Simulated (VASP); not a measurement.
BaY3Si:

```
Ba Y Si
1.0
     3.55699    2.05363    3.48084
    -3.55699    2.05363    3.48084
     0.00000   -4.10726    3.48084
Ba Y Si
1 3 1
Direct
  0.00000 0.00000 0.00000
  0.50000 0.50000 0.00000
  0.00000 0.50000 0.50000
  0.50000 0.00000 0.50000
  0.50000 0.50000 0.50000
```

The cell was built from a structure type or drawn by symmetry, and may not be a known phase.

| Quantity | Value |
| --- | --- |
| Program | VASP 6.6.1 |
| Task | relaxation of cell and atoms |
| Functional | PBE |
| Potentials or basis | VASP PAW PBE potentials, release 64 (Ba_sv, Y_sv, Si) |
| Cutoff | 600 eV |
| k mesh | 3 × 3 × 3 |
| Occupations | gaussian, width 0.1 eV |
| Spin | no spin polarisation |

At the start: pressure 7.2 GPa; volume 30.51 Å³/atom.

Task: How do energy, volume and symmetry change on relaxing?

Result: Over 12 steps the energy falls by 145.2 meV/atom and the volume is 35.43 Å³/atom (+16.1 %); space group R-3m (No. 166, to 0.1 Å) before, Pm-3m (No. 221, to 0.1 Å).

The path:
| step | energy change (eV) | largest force (eV/Å) | pressure (GPa) | volume (Å³) |
| --- | --- | --- | --- | --- |
| 1 | 0.0000 | 0.0000 | 7.19 | 152.56 |
| 2 | -0.5861 | 0.0000 | -1.28 | 184.71 |
| 3 | -0.5998 | 0.0000 | -0.39 | 179.78 |
| 4 | -0.6618 | 0.0000 | -0.29 | 179.00 |
| 5 | -0.7146 | 0.0000 | -0.06 | 177.53 |
| 6 | -0.7117 | 0.0000 | 0.77 | 173.64 |
| 7 | -0.7243 | 0.0000 | 0.33 | 175.60 |
| 8 | -0.7246 | 0.0000 | 0.30 | 175.74 |
| 9 | -0.7245 | 0.0000 | 0.17 | 176.31 |
| 10 | -0.7247 | 0.0000 | 0.27 | 175.89 |
| 11 | -0.7252 | 0.0000 | -0.20 | 178.18 |
| 12 | -0.7258 | 0.0000 | -0.01 | 177.17 |

Final structure:
```yaml
crystal:
  lattice:
    - [3.95952, 2.28603, 3.26227]
    - [-3.95952, 2.28603, 3.26227]
    - [0.00000, -4.57206, 3.26227]
  atoms:
    - { symbol: Ba, position: [0.00000, 0.00000, 0.00000] }
    - { symbol: Y, position: [0.50000, 0.50000, 0.00000] }
    - { symbol: Y, position: [0.00000, 0.50000, 0.50000] }
    - { symbol: Y, position: [0.50000, 0.00000, 0.50000] }
    - { symbol: Si, position: [0.50000, 0.50000, 0.50000] }
```

Caveat: the k points lie up to 0.37 Å⁻¹ apart in the final cell, too coarse for converged energies and pressures of a metal; the volume moved by over 15 % at a fixed basis, so the end points are rough.
